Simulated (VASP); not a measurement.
Set up this calculation in VASP 6.6.1, as the native input.

```yaml
Task: single point
Functional: PBE
Dispersion: D3(BJ)
Potentials_or_basis: VASP PAW PBE potentials, release 64 (Li_sv, Sb)
Cutoff: 520 eV
k_mesh: 4 × 4 × 4
Occupations: gaussian, width 0.01 eV
Spin: no spin polarisation
Dipole_correction: no
Further_INCAR_settings: ALGO = Normal; EDIFF = 1e-06; NBANDS = 17
```

The structure of LiSb3 lies in POSCAR:

```
LiSb3
1.0
    4.8026589635      0.0000000000      0.0000000000
    0.0000000000      4.8026589635      0.0000000000
    0.0000000000      0.0000000000      4.8026589635
Li Sb
1 3
Direct
    0.0000000000      0.0000000000      0.0000000000
    0.5000000000      0.0000000000      0.5000000000
    0.0000000000      0.5000000000      0.5000000000
    0.5000000000      0.5000000000      0.0000000000
```

The input as run:

INCAR

```
PREC     = Accurate       # precision mode
ENCUT    = 520            # plane-wave cutoff, eV
EDIFF    = 1E-6           # SCF threshold, eV
ISMEAR   = 0              # smearing method
SIGMA    = 0.01           # smearing width, eV
LREAL    = F              # projectors in reciprocal space
LASPH    = T              # aspherical terms in the spheres
NELM     = 80             # most SCF steps
ALGO     = Normal         # electronic algorithm
ISIF     = 2              # what is computed and relaxed
LWAVE    = F              # write WAVECAR
LCHARG   = F              # write CHGCAR
GGA      = PE             # functional
IVDW     = 12             # dispersion correction
NBANDS   = 17             # bands
```

KPOINTS

```
regular mesh
0
Gamma
  4 4 4
```

Potentials or basis: VASP PAW PBE potentials, release 64 (Li_sv, Sb).

Launch:

```console
$ cat potpaw_PBE.64/Li_sv/POTCAR potpaw_PBE.64/Sb/POTCAR > POTCAR
$ mpirun -np 1 vasp_std > vasp.out
```

Results of the run:

- Band gap on the k mesh: zero (band 9 reaches 7.46 eV, above the bottom of band 10 at 5.16 eV)
- Dispersion energy per atom: -0.383 eV

Caveat: three body term missing; spin-orbit coupling is left out, which moves the levels of the heavy elements.

Wall time 41 s on 1 thread of AMD EPYC 7R13, with other jobs on the host, peak memory 0.18 GiB.
